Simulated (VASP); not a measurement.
# Mo (Im-3m) in VASP: a series of runs

Runs on Mo. Level: LDA. Tasks: single point, relaxation of cell and atoms.

Everything below comes from runs of VASP 6.6.1. Logs are shortened: lines on timing, memory, paths and dates and some standing lists are left out, and cuts for length are marked.

**1. The cell of the first run**

It takes space group Im-3m (No. 229, cubic). Conventional cell: a = 3.112 Å, b = 3.112 Å, c = 3.112 Å, α = 90.00°, β = 90.00°, γ = 90.00°. Mo (site symmetry m-3m) has 14 Mo at 2.69 to 3.11 Å within 3.6 Å.

**2. Single point, LDA**

INCAR

```
PREC = Accurate ; ENCUT = 520
EDIFF = 1E-6 ; ISMEAR = 0
SIGMA = 0.2 ; LREAL = F
LASPH = T ; NELM = 100
ALGO = Normal ; ISIF = 2
LWAVE = F ; LCHARG = F
GGA = CA ; NBANDS = 13
```

KPOINTS

```
Automatic mesh
0
Gamma
  28 28 28
```

POSCAR

```
Mo
1.0
   -1.5558650553      1.5558650553      1.5558650553
    1.5558650553     -1.5558650553      1.5558650553
    1.5558650553      1.5558650553     -1.5558650553
Mo
1
Direct
    0.0000000000      0.0000000000      0.0000000000
```

Potentials or basis: VASP PAW LDA potentials, release 64 (Mo_sv).

Launch:

```bash
cat potpaw_LDA.64/Mo_sv/POTCAR > POTCAR
mpirun -np 1 vasp_std > vasp.out
```

OUTCAR:

```text
PREC = Accurate
   ENCUT = 520
   EDIFF = 1E-6
   ISMEAR = 0
   LREAL = F
   LASPH = T
   NELM = 100
   ISIF = 2
   GGA = CA

 ion  position               nearest neighbor table
   1  0.000  0.000  0.000-

  LATTYP: Found a body centered cubic cell.
 ALAT       =     3.1117301106

  Lattice vectors:

 A1 = (  -1.5558650553,   1.5558650553,   1.5558650553)
 A2 = (   1.5558650553,  -1.5558650553,   1.5558650553)
 A3 = (   1.5558650553,   1.5558650553,  -1.5558650553)

Analysis of symmetry for initial positions (statically):
=====================================================================
 Subroutine PRICEL returns:
 Original cell was already a primitive cell.

 Routine SETGRP: Setting up the symmetry group for a
 body centered cubic supercell.

 Subroutine GETGRP returns: Found 48 space group operations
 (whereof 48 operations were pure point group operations)
 out of a pool of 48 trial point group operations.

The static configuration has the point symmetry O_h .

Analysis of symmetry for dynamics (positions and initial velocities):
=====================================================================
 Subroutine PRICEL returns:
 Original cell was already a primitive cell.

 Routine SETGRP: Setting up the symmetry group for a
 body centered cubic supercell.

 Subroutine GETGRP returns: Found 48 space group operations
 (whereof 48 operations were pure point group operations)
 out of a pool of 48 trial point group operations.

The dynamic configuration has the point symmetry O_h .

 Subroutine INISYM returns: Found 48 space group operations
 (whereof 48 operations are pure point group operations),
 and found     1 'primitive' translations

----------------------------------------------------------------------------------------

                                     Primitive cell

  volume of cell :      15.0652

  direct lattice vectors                    reciprocal lattice vectors
    -1.555865055  1.555865055  1.555865055     0.000000000  0.321364631  0.321364631
     1.555865055 -1.555865055  1.555865055     0.321364631  0.000000000  0.321364631
     1.555865055  1.555865055 -1.555865055     0.321364631  0.321364631  0.000000000

  length of vectors
     2.694837326  2.694837326  2.694837326     0.454478220  0.454478220  0.454478220

  position of ions in fractional coordinates (direct lattice)
     0.000000000  0.000000000  0.000000000

  ion indices of the primitive-cell ions
   primitive index   ion index
                 1           1

[... 73 lines left out ...]
   EDIFFG = 0.1E-04   stopping-criterion for IOM
   NSW    =      0    number of steps for IOM
   IBRION =     -1    ionic relax: 0-MD 1-quasi-New 2-CG
   NFREE  =      0    steps in history (QN), initial steepest desc. (CG)
   ISIF   =      2    stress and relaxation
   ISYM   =      2    0-nonsym 1-usesym 2-fastsym
   POTIM  = 0.5000    time-step for ionic-motion
   TEBEG  =    0.0;   TEEND  =   0.0 temperature during run
   PSTRESS=    0.0 pullay stress
   NELECT =      14.0000    total number of electrons
   NUPDOWN=      -1.0000    fix difference up-down
   EMIN   =  10.00;   EMAX   =-10.00  energy-range for DOS
   EFERMI =   0.00;   METHOD = LEGACY
   ISMEAR =     0;   SIGMA  =   0.20  broadening in eV -4-tet -1-fermi 0-gaus
   EFERMI_NEDOS =   21; number of points for ismear=-14 and -15
   IALGO  =     38    algorithm
   IMIX   =      4    mixing-type and parameters
     AMIX     =   0.40;   BMIX     =  1.00
     AMIX_MAG =   1.60;   BMIX_MAG =  1.00
  volume/ion in A,a.u.               =      15.07       101.67
  Fermi-wavevector in a.u.,A,eV,Ry     =   1.597566  3.018963 34.725040  2.552218
  Thomas-Fermi vector in A             =   2.695153
   LORBIT       =      0    0 simple, 1 ext, 2 COOP (PROOUT), +10 PAW based schemes
   GGA     = CA    functional components
   LHFCALC =     F    Hartree Fock is set to
   AEXX    =    0.0000 exact exchange contribution
   IVDW    =     0    specifies the selected vdW correction
   LEPSILON=     F    determine dielectric tensor
   LRPA    =     F    only Hartree local field effects (RPA)
 non-spin polarized calculation
 Gauss-broadening in eV      SIGMA  =   0.20
  energy-cutoff  :      520.00
  volume of cell :       15.07
 maximum number of plane-waves:       420
   NGX =  9   NGY =  9   NGZ =  9

 number of electron      13.9999996 magnetization

 Free energy of the ion-electron system (eV)
  ---------------------------------------------------
  ext. energy  EPLUGINS =         0.00000000
  ---------------------------------------------------
  free energy    TOTEN  =       -12.13585506 eV

  energy without entropy =      -12.12230007  energy(sigma->0) =      -12.12907757

 E-fermi :  13.1026     XC(G=0): -13.8108

 val. band max:       13.0957208962   @ k =  -0.2857   0.3571   0.2143
 cond. band min:      13.1029948700   @ k =  -0.2500   0.3571   0.1071
 fundamental gap:      0.0072739738
 Fermi energy:        13.1025967098

 k-point     1 :       0.0000    0.0000    0.0000
  band No.  band energies     occupation
      1     -47.8722      2.00000
      2     -21.2210      2.00000
      3     -21.2210      2.00000
      4     -21.2210      2.00000
      5       5.7293      2.00000
      6      11.6244      2.00000
      7      11.6244      2.00000
      8      11.6244      2.00000
      9      14.7663      0.00000
     10      14.7663      0.00000
     11      27.9496      0.00000
     12      27.9496      0.00000
     13      27.9496      0.00000
[... 354 lines left out ...]
  band No.  band energies     occupation
      1     -47.6311      2.00000
      2     -22.4632      2.00000
      3     -21.6150      2.00000
      4     -21.2410      2.00000
      5       7.9081      2.00000
      6       9.9090      2.00000
      7      12.4320      2.00000
      8      14.5667      0.00000
      9      15.2196      0.00000
     10      16.0697      0.00000
     11      26.6624      0.00000
     12      27.8491      0.00000
     13      34.0880      0.00000

 [... further k-points ...]
[... 5 lines left out ...]
  --------------------------------------------------------------------------------------
  -------------------------------------------------------------------------------------
  Total        0.1119669      0.1119669      0.1119669     -0.0000000     -0.0000000      0.0000000
  in kB       11.9076106     11.9076106     11.9076106     -0.0000000     -0.0000000      0.0000000
  external PRESSURE =      11.9076106 kB  Pullay stress =       0.0000000 kB

 VOLUME and BASIS-vectors are now :
 -----------------------------------------------------------------------------
  energy-cutoff  :      520.00
  volume of cell :       15.07
      direct lattice vectors                 reciprocal lattice vectors
    -1.555865055  1.555865055  1.555865055     0.000000000  0.321364631  0.321364631
     1.555865055 -1.555865055  1.555865055     0.321364631  0.000000000  0.321364631
     1.555865055  1.555865055 -1.555865055     0.321364631  0.321364631  0.000000000

 POSITION                                       TOTAL-FORCE (eV/Angst)
 -----------------------------------------------------------------------------------
      0.00000      0.00000      0.00000         0.000000      0.000000      0.000000
 -----------------------------------------------------------------------------------
    total drift:                                0.000000     -0.000000      0.000000

  FREE ENERGIE OF THE ION-ELECTRON SYSTEM (eV)
  ---------------------------------------------------
  free  energy   TOTEN  =       -12.1358550648 eV

  energy  without entropy=      -12.1223000742  energy(sigma->0) =      -12.12907757
```

stdout:

```text
POSCAR found type information on POSCAR Mo
 POSCAR found :  1 types and       1 ions
 scaLAPACK will be used
 LDA part: xc-table for (Slater(with rela. corr.)+CA(PZ))
 , standard interpolation
 POSCAR, INCAR and KPOINTS ok, starting setup
 FFT: planning ... GRIDC
 FFT: planning ... GRID_SOFT
 FFT: planning ... GRID
 WAVECAR not read
 entering main loop
```

Wall time 87 s (1 thread of AMD EPYC 7R43 (Zen 3), shared host); peak memory 0.17 GiB.

What came out:

```
Free energy            : -12.1359 eV
Pressure               : 1.2 GPa
Band gap on the k mesh : zero (band 7 reaches 17.30 eV, above the bottom of band 8 at 11.62 eV)
```

**3. Relaxation of cell and atoms, LDA**

This run uses another cell than the first one, of 15.58 Å³/atom, 1.034 times its volume.

INCAR

```
PREC = Accurate
ENCUT = 600
EDIFF = 1E-6
ISMEAR = 0
SIGMA = 0.2
LREAL = F
LASPH = T
NELM = 80
ALGO = Fast
ISIF = 3
LWAVE = F
LCHARG = F
GGA = CA
IBRION = 2
NSW = 80
EDIFFG = -0.001
```

KPOINTS is that of step 2.

POSCAR

```
Mo
1.0
   -1.5734150000      1.5734150000      1.5734150000
    1.5734150000     -1.5734150000      1.5734150000
    1.5734150000      1.5734150000     -1.5734150000
Mo
1
Direct
    0.0000000000      0.0000000000      0.0000000000
```

Potentials or basis: VASP PAW LDA potentials, release 64 (Mo_sv).

Launch:

```bash
cat potpaw_LDA.64/Mo_sv/POTCAR > POTCAR
mpirun -np 1 vasp_std > vasp.out
```

It took 27 min on 1 thread of AMD EPYC 7R43 (Zen 3), shared host; peak memory 0.23 GiB.

The run converged. Its results:

```yaml
Free_energy: -12.1364 eV
Relaxed_volume: 15.13 Å³/atom
Relaxed_cell: a = 2.698 Å, b = 2.698 Å, c = 2.698 Å, α = 109.47°, β = 109.47°, γ = 109.47°
Space_group_after_relaxing_to_0.05_Å: Im-3m (No. 229)
Energy_gained_by_relaxing: 11.8 meV/atom
Ionic_steps: 38
Pressure_after_relaxing: 0.0 GPa
Band_gap_on_the_k_mesh: zero (band 7 reaches 17.21 eV, above the bottom of band 8 at 11.57 eV)
```

Step by step:
```csv
step,energy change (eV),largest force (eV/Å),pressure (GPa),volume (Å³)
1,0.0000,0.0000,-8.02,15.58
2,0.0949,0.0000,29.64,13.89
3,-0.0118,0.0000,-0.26,15.14
4,-0.0118,0.0000,-0.07,15.13
5,-0.0118,0.0000,-0.03,15.12
6,0.0138,0.0000,13.55,14.50
7,-0.0118,0.0000,0.09,15.11
8,-0.0118,0.0000,-0.11,15.13
9,-0.0118,0.0000,-0.03,15.13
10,-0.0118,0.0000,0.02,15.12
11,-0.0118,0.0000,0.04,15.12
12,-0.0118,0.0000,0.01,15.13
13,-0.0118,0.0000,0.02,15.13
14,-0.0118,0.0000,0.02,15.13
15,-0.0118,0.0000,0.04,15.13
16,-0.0118,0.0000,-0.05,15.13
17,-0.0118,0.0000,-0.06,15.13
18,-0.0118,0.0000,-0.09,15.13
19,-0.0118,0.0000,-0.06,15.13
20,-0.0118,0.0000,-0.05,15.13
21,-0.0118,0.0000,-0.02,15.13
22,-0.0118,0.0000,-0.04,15.13
23,-0.0118,0.0000,-0.05,15.13
24,-0.0118,0.0000,-0.08,15.12
25,-0.0118,0.0000,0.03,15.12
26,-0.0118,0.0000,0.08,15.12
27,-0.0118,0.0000,0.09,15.12
28,-0.0118,0.0000,0.05,15.12
29,-0.0118,0.0000,0.03,15.12
30,-0.0118,0.0000,0.03,15.12
31,-0.0118,0.0000,0.02,15.12
32,-0.0118,0.0000,0.03,15.13
33,-0.0118,0.0000,-0.01,15.13
34,-0.0118,0.0000,-0.03,15.13
35,-0.0118,0.0000,-0.04,15.13
36,-0.0118,0.0000,-0.02,15.13
37,-0.0118,0.0000,-0.02,15.13
38,-0.0118,0.0000,0.00,15.13
```

Final structure:
```
Mo
1.0
    -1.55793    1.55793    1.55793
     1.55793   -1.55793    1.55793
     1.55793    1.55793   -1.55793
Mo
1
Direct
  0.00000 0.00000 0.00000
```

Levels at points of the mesh, in eV from the Fermi level:
| k point | band 5 | band 6 | band 7 | band 8 | band 9 | band 10 |
| --- | --- | --- | --- | --- | --- | --- |
| (0.00, 0.00, 0.00) | -7.36 | -1.47 | -1.47 | -1.47 | 1.66 | 1.66 |
| (0.50, 0.00, 0.00) | -5.57 | -3.60 | 1.71 | 1.78 | 2.36 | 4.99 |
| (0.50, 0.50, 0.50) | -5.75 | -5.75 | 4.17 | 4.17 | 4.17 | 9.28 |
